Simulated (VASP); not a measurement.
# Mg3SnN2 (R-3m) in VASP: further runs

The runs below take Mg3SnN2 through single point, relaxation of cell and atoms, with PBE.

All numbers are computed with VASP 6.6.1; they aren't measurements. Logs are shortened: lines on timing, memory, paths and dates and some standing lists are left out, and cuts for length are marked.

## Step 1: The cell of the first run

The structure is trigonal, space group R-3m (No. 166). The conventional cell has a = 5.341 Å, b = 5.341 Å, c = 12.616 Å, α = 90.00°, β = 90.00°, γ = 120.00°. Within 3.4 Å of Mg (site symmetry 2/m) lie 2 Sn at 2.61 Å and 4 Mg at 2.67 Å and 6 N at 3.04 to 3.11 Å. Sn (site symmetry -3m) has 6 Mg at 2.61 Å and 6 N at 3.13 Å within 3.4 Å. Within 4.0 Å of N (site symmetry 3m) lie 9 Mg at 3.04 to 3.11 Å and 3 Sn at 3.13 Å and 4 N at 3.17 to 3.25 Å.

The cell was generated, and may not be a known phase.

## Step 2: Single point, PBE

Input file INCAR:

```
SYSTEM = Mg3SnN2
PREC = Accurate ; ENCUT = 520
EDIFF = 1E-6 ; ISMEAR = 0
SIGMA = 0.1 ; LREAL = .False.
LASPH = .True. ; NELM = 80
ALGO = Normal ; ISIF = 2
LWAVE = .False. ; LCHARG = .False.
GGA = PE ; NBANDS = 24
```

Input file KPOINTS:

```
Automatic mesh
0
Gamma
  6 6 6
  0 0 0
```

Input file POSCAR:

```
Mg3SnN2
1.0
    2.6706541300      1.5419028800      4.2051928300
   -2.6706541300      1.5419028800      4.2051928300
    0.0000000000     -3.0838057600      4.2051928300
Mg Sn N
3 1 2
Direct
    0.0000000000      0.5000000000      0.0000000000
    0.5000000000      0.0000000000      0.0000000000
    0.0000000000      0.0000000000      0.5000000000
    0.0000000000      0.0000000000      0.0000000000
    0.6257190100      0.6257190100      0.6257190100
    0.3742809900      0.3742809900      0.3742809900
```

Potentials or basis: VASP PAW PBE potentials, release 64 (Mg, Sn_d, N).

Launch:

```
$ cat potpaw_PBE.64/Mg/POTCAR potpaw_PBE.64/Sn_d/POTCAR potpaw_PBE.64/N/POTCAR > POTCAR
$ mpirun -np 1 vasp_std > vasp.out
```

OUTCAR:

```text
SYSTEM = Mg3SnN2
   PREC = Accurate
   ENCUT = 520
   EDIFF = 1E-6
   ISMEAR = 0
   LREAL = .False.
   LASPH = .True.
   NELM = 80
   ISIF = 2
   GGA = PE

 ion  position               nearest neighbor table
   1  0.000  0.500  0.000-   4 2.61   4 2.61   3 2.67   3 2.67   2 2.67   2 2.67
   2  0.500  0.000  0.000-   4 2.61   4 2.61   3 2.67   3 2.67   1 2.67   1 2.67
   3  0.000  0.000  0.500-   4 2.61   4 2.61   2 2.67   1 2.67   1 2.67   2 2.67
   4  0.000  0.000  0.000-   3 2.61   3 2.61   1 2.61   2 2.61   1 2.61   2 2.61
   5  0.626  0.626  0.626-
   6  0.374  0.374  0.374-

  LATTYP: Found a trigonal (rhomboedric) cell.
 ALAT       =     5.2147391796
 COS(alpha) =     0.4754340378

  Lattice vectors:

 A1 = (   2.6706541300,   1.5419028800,   4.2051928300)
 A2 = (  -2.6706541300,   1.5419028800,   4.2051928300)
 A3 = (   0.0000000000,  -3.0838057600,   4.2051928300)

Analysis of symmetry for initial positions (statically):
=====================================================================
 Subroutine PRICEL returns:
 Original cell was already a primitive cell.

 Routine SETGRP: Setting up the symmetry group for a
 trigonal (rhombohedral) supercell.

 Subroutine GETGRP returns: Found 12 space group operations
 (whereof 12 operations were pure point group operations)
 out of a pool of 12 trial point group operations.

The static configuration has the point symmetry D_3d.

Analysis of symmetry for dynamics (positions and initial velocities):
=====================================================================
 Subroutine PRICEL returns:
 Original cell was already a primitive cell.

 Routine SETGRP: Setting up the symmetry group for a
 trigonal (rhombohedral) supercell.

 Subroutine GETGRP returns: Found 12 space group operations
 (whereof 12 operations were pure point group operations)
 out of a pool of 12 trial point group operations.

The dynamic configuration has the point symmetry D_3d.

 Subroutine INISYM returns: Found 12 space group operations
 (whereof 12 operations are pure point group operations),
 and found     1 'primitive' translations

----------------------------------------------------------------------------------------

                                     Primitive cell

  volume of cell :     103.8991

  direct lattice vectors                    reciprocal lattice vectors
     2.670654130  1.541902880  4.205192830     0.187220050  0.108091546  0.079267074
    -2.670654130  1.541902880  4.205192830    -0.187220050  0.108091546  0.079267074
     0.000000000 -3.083805760  4.205192830     0.000000000 -0.216183093  0.079267074

  length of vectors
     5.214739180  5.214739180  5.214739179     0.230257245  0.230257245  0.230257245

  position of ions in fractional coordinates (direct lattice)
     1.000000000  0.500000000  0.000000000
     0.500000000  1.000000000  0.000000000
     0.000000000  0.000000000  0.500000000
     0.000000000  0.000000000  0.000000000
     0.625719010  0.625719010  0.625719010
     0.374280990  0.374280990  0.374280990

  ion indices of the primitive-cell ions
   primitive index   ion index
                 1           1
                 2           2
                 3           3
                 4           4
                 5           5
                 6           6

----------------------------------------------------------------------------------------

 KPOINTS: Automatic mesh

Automatic generation of k-mesh.
 Grid dimensions read from file:
 generate k-points for:    6    6    6

 Generating k-lattice:

  Cartesian coordinates                     Fractional coordinates (reciprocal lattice)
     0.031203342  0.018015258  0.013211179     0.166666667 -0.000000000  0.000000000
    -0.031203342  0.018015258  0.013211179    -0.000000000  0.166666667  0.000000000
     0.000000000 -0.036030515  0.013211179     0.000000000  0.000000000  0.166666667

  Length of vectors
     0.038376207  0.038376207  0.038376207

  Shift w.r.t. Gamma in fractional coordinates (k-lattice)
     0.000000000  0.000000000  0.000000000

 Subroutine IBZKPT returns following result:
 ===========================================

 Found     32 irreducible k-points:

 Following reciprocal coordinates:
            Coordinates               Weight
  0.000000  0.000000  0.000000      1.000000
  0.166667 -0.000000  0.000000      6.000000
  0.333333  0.000000  0.000000      6.000000
  0.500000 -0.000000  0.000000      3.000000
  0.166667  0.166667  0.000000      6.000000
  0.333333  0.166667  0.000000     12.000000
[... 16 lines left out ...]
  0.500000  0.500000  0.166667      6.000000
 -0.333333  0.500000  0.166667     12.000000
 [... further k-points ...]
   k-points           NKPTS =     32   k-points in BZ     NKDIM =     32   number of bands    NBANDS=     24
   number of dos      NEDOS =    301   number of ions     NIONS =      6
   total plane-waves  NPLWV =  64000
   dimension x,y,z NGX =    40 NGY =   40 NGZ =   40
   dimension x,y,z NGXF=    80 NGYF=   80 NGZF=   80
   ions per type =               3   1   2
   NGX,Y,Z   is equivalent  to a cutoff of  12.75, 12.75, 12.75 a.u.
   NGXF,Y,Z  is equivalent  to a cutoff of  25.50, 25.50, 25.50 a.u.
 SYSTEM =  Mg3SnN2
   PREC   = accura    normal or accurate (medium, high low for compatibility)
   ISTART =      0    job   : 0-new  1-cont  2-samecut
   ICHARG =      2    charge: 1-file 2-atom 10-const
   ISPIN  =      1    spin polarized calculation?
   LNONCOLLINEAR =      F non collinear calculations
   LSORBIT =      F    spin-orbit coupling
   LASPH  =      T    aspherical Exc in radial PAW
   ENCUT  =  520.0 eV  38.22 Ry    6.18 a.u.   9.70  9.70  9.70*2*pi/ulx,y,z
   NELM   =     80;   NELMIN=  2; NELMDL= -5     # of ELM steps
   EDIFF  = 0.1E-05   stopping-criterion for ELM
   LREAL  =      F    real-space projection
   EDIFFG = 0.1E-04   stopping-criterion for IOM
   NSW    =      0    number of steps for IOM
   IBRION =     -1    ionic relax: 0-MD 1-quasi-New 2-CG
   NFREE  =      0    steps in history (QN), initial steepest desc. (CG)
   ISIF   =      2    stress and relaxation
   ISYM   =      2    0-nonsym 1-usesym 2-fastsym
   POTIM  = 0.5000    time-step for ionic-motion
   TEBEG  =    0.0;   TEEND  =   0.0 temperature during run
   PSTRESS=    0.0 pullay stress
   NELECT =      30.0000    total number of electrons
   NUPDOWN=      -1.0000    fix difference up-down
   EMIN   =  10.00;   EMAX   =-10.00  energy-range for DOS
   EFERMI =   0.00;   METHOD = LEGACY
   ISMEAR =     0;   SIGMA  =   0.10  broadening in eV -4-tet -1-fermi 0-gaus
   EFERMI_NEDOS =   21; number of points for ismear=-14 and -15
   IALGO  =     38    algorithm
   IMIX   =      4    mixing-type and parameters
     AMIX     =   0.40;   BMIX     =  1.00
     AMIX_MAG =   1.60;   BMIX_MAG =  1.00
  volume/ion in A,a.u.               =      17.32       116.86
  Fermi-wavevector in a.u.,A,eV,Ry     =   1.082043  2.044765 15.929942  1.170818
  Thomas-Fermi vector in A             =   2.218075
   LORBIT       =      0    0 simple, 1 ext, 2 COOP (PROOUT), +10 PAW based schemes
   GGA     = PE    functional components
   LHFCALC =     F    Hartree Fock is set to
   AEXX    =    0.0000 exact exchange contribution
   IVDW    =     0    specifies the selected vdW correction
   LEPSILON=     F    determine dielectric tensor
   LRPA    =     F    only Hartree local field effects (RPA)
 non-spin polarized calculation
 Gauss-broadening in eV      SIGMA  =   0.10
  energy-cutoff  :      520.00
  volume of cell :      103.90
 maximum number of plane-waves:      2812
   NGX = 19   NGY = 19   NGZ = 19

 number of electron      30.0000004 magnetization

 Free energy of the ion-electron system (eV)
  ---------------------------------------------------
  ext. energy  EPLUGINS =         0.00000000
  ---------------------------------------------------
  free energy    TOTEN  =       -15.65932896 eV

  energy without entropy =      -15.64446235  energy(sigma->0) =      -15.65189565

 E-fermi :   4.1508     XC(G=0):  -9.6452

 val. band max:        4.1468644718   @ k =  -0.1667   0.5000   0.1667
 cond. band min:       4.1766102338   @ k =  -0.3333   0.3333   0.3333
 fundamental gap:      0.0297457619
 Fermi energy:         4.1507872493

 k-point     1 :       0.0000    0.0000    0.0000
  band No.  band energies     occupation
      1     -17.7578      2.00000
      2     -17.7578      2.00000
      3     -17.7106      2.00000
      4     -17.6489      2.00000
      5     -17.6489      2.00000
      6      -8.5902      2.00000
[... 16 lines left out ...]
     23       7.6326      0.00000
     24      10.2592      0.00000

 k-point     2 :       0.1667   -0.0000    0.0000
  band No.  band energies     occupation
      1     -17.7578      2.00000
      2     -17.7567      2.00000
      3     -17.7099      2.00000
      4     -17.6491      2.00000
      5     -17.6487      2.00000
      6      -8.4973      2.00000
[... 16 lines left out ...]
     23       8.2997      0.00000
     24      10.9495      0.00000

 k-point     3 :       0.3333    0.0000    0.0000
  band No.  band energies     occupation
      1     -17.7578      2.00000
      2     -17.7546      2.00000
      3     -17.7084      2.00000
      4     -17.6494      2.00000
      5     -17.6482      2.00000
      6      -8.2674      2.00000
[... 16 lines left out ...]
     23       9.5184      0.00000
     24      11.7751      0.00000

 k-point     4 :       0.5000   -0.0000    0.0000
  band No.  band energies     occupation
      1     -17.7578      2.00000
      2     -17.7535      2.00000
      3     -17.7077      2.00000
      4     -17.6496      2.00000
      5     -17.6479      2.00000
      6      -8.1018      2.00000
[... 16 lines left out ...]
     23      10.2173      0.00000
     24      11.3736      0.00000

 k-point     5 :       0.1667    0.1667    0.0000
  band No.  band energies     occupation
      1     -17.7573      2.00000
      2     -17.7559      2.00000
      3     -17.7094      2.00000
      4     -17.6491      2.00000
      5     -17.6486      2.00000
      6      -8.4700      2.00000
[... 16 lines left out ...]
     23       8.7295      0.00000
     24      11.1163      0.00000

 k-point     6 :       0.3333    0.1667    0.0000
  band No.  band energies     occupation
      1     -17.7571      2.00000
      2     -17.7539      2.00000
      3     -17.7080      2.00000
      4     -17.6492      2.00000
      5     -17.6484      2.00000
      6      -8.2868      2.00000
[... 16 lines left out ...]
     23       9.6090      0.00000
     24      11.8884      0.00000
[... 379 lines left out ...]
 k-point    21 :      -0.3333    0.3333    0.1667
  band No.  band energies     occupation
      1     -17.7549      2.00000
      2     -17.7525      2.00000
      3     -17.7063      2.00000
      4     -17.6493      2.00000
      5     -17.6482      2.00000
      6      -7.9606      2.00000
[... 16 lines left out ...]
     23      10.8626      0.00000
     24      11.4356      0.00000

 k-point    22 :      -0.1667    0.3333    0.1667
  band No.  band energies     occupation
      1     -17.7562      2.00000
      2     -17.7537      2.00000
      3     -17.7073      2.00000
      4     -17.6493      2.00000
      5     -17.6482      2.00000
      6      -8.0960      2.00000
[... 16 lines left out ...]
     23      10.6082      0.00000
     24      11.3980      0.00000

 k-point    23 :       0.5000    0.5000    0.1667
  band No.  band energies     occupation
      1     -17.7545      2.00000
      2     -17.7504      2.00000
      3     -17.7053      2.00000
      4     -17.6494      2.00000
      5     -17.6481      2.00000
      6      -8.0009      2.00000
[... 16 lines left out ...]
     23      10.1547      0.00000
     24      10.4357      0.00000

 k-point    24 :      -0.3333    0.5000    0.1667
  band No.  band energies     occupation
      1     -17.7549      2.00000
      2     -17.7513      2.00000
      3     -17.7057      2.00000
      4     -17.6493      2.00000
      5     -17.6482      2.00000
      6      -7.8342      2.00000
[... 16 lines left out ...]
     23      10.5693      0.00000
     24      11.3109      0.00000

 [... further k-points ...]
[... 5 lines left out ...]
  --------------------------------------------------------------------------------------
  -------------------------------------------------------------------------------------
  Total        2.4156850      2.4156850      1.1276324     -0.0000000     -0.0000000      0.0000000
  in kB       37.2510953     37.2510952     17.3886665     -0.0000000     -0.0000000      0.0000000
  external PRESSURE =      30.6302857 kB  Pullay stress =       0.0000000 kB

 VOLUME and BASIS-vectors are now :
 -----------------------------------------------------------------------------
  energy-cutoff  :      520.00
  volume of cell :      103.90
      direct lattice vectors                 reciprocal lattice vectors
     2.670654130  1.541902880  4.205192830     0.187220050  0.108091546  0.079267074
    -2.670654130  1.541902880  4.205192830    -0.187220050  0.108091546  0.079267074
     0.000000000 -3.083805760  4.205192830     0.000000000 -0.216183093  0.079267074

 POSITION                                       TOTAL-FORCE (eV/Angst)
 -----------------------------------------------------------------------------------
     -1.33533      0.77095      2.10260        -0.000000      0.000000      0.000000
      1.33533      0.77095      2.10260         0.000000      0.000000      0.000000
      0.00000     -1.54190      2.10260        -0.000000      0.000000      0.000000
      0.00000      0.00000      0.00000        -0.000000      0.000000      0.000000
      0.00000      0.00000      7.89381        -0.000000      0.000000      0.387144
      0.00000      0.00000      4.72177        -0.000000     -0.000000     -0.387144
 -----------------------------------------------------------------------------------
    total drift:                               -0.000000      0.000000      0.000000

  FREE ENERGIE OF THE ION-ELECTRON SYSTEM (eV)
  ---------------------------------------------------
  free  energy   TOTEN  =       -15.6593289586 eV

  energy  without entropy=      -15.6444623475  energy(sigma->0) =      -15.65189565
```

Wall time 50 s (1 thread of Intel Xeon 6975P-C (Granite Rapids), shared host); peak memory 0.27 GiB.

Results:

| Quantity | Value |
| --- | --- |
| Free energy | -15.6593 eV |
| Pressure | 3.1 GPa |
| Largest force | 0.387 eV/Å |
| Band gap on the k mesh | zero (bands 15 and 16 overlap by 0.75 eV) |

Forces on the atoms (eV/Å):
```
Mg   0.000  0.000  0.000
Mg   0.000  0.000  0.000
Mg   0.000  0.000  0.000
Sn   0.000  0.000  0.000
N    0.000  0.000  0.387
N    0.000  0.000 -0.387
```

Stress tensor (GPa, compression positive):
```
3.73 0.00 0.00
0.00 3.73 0.00
0.00 0.00 1.74
```

Caveat: the cell stands under pressure; spin-orbit coupling is left out, which moves the levels of the heavy elements.

(Continued in part 2 of 2.)

The gap in the log of VASP goes by the Fermi energy; the results here count the filled bands.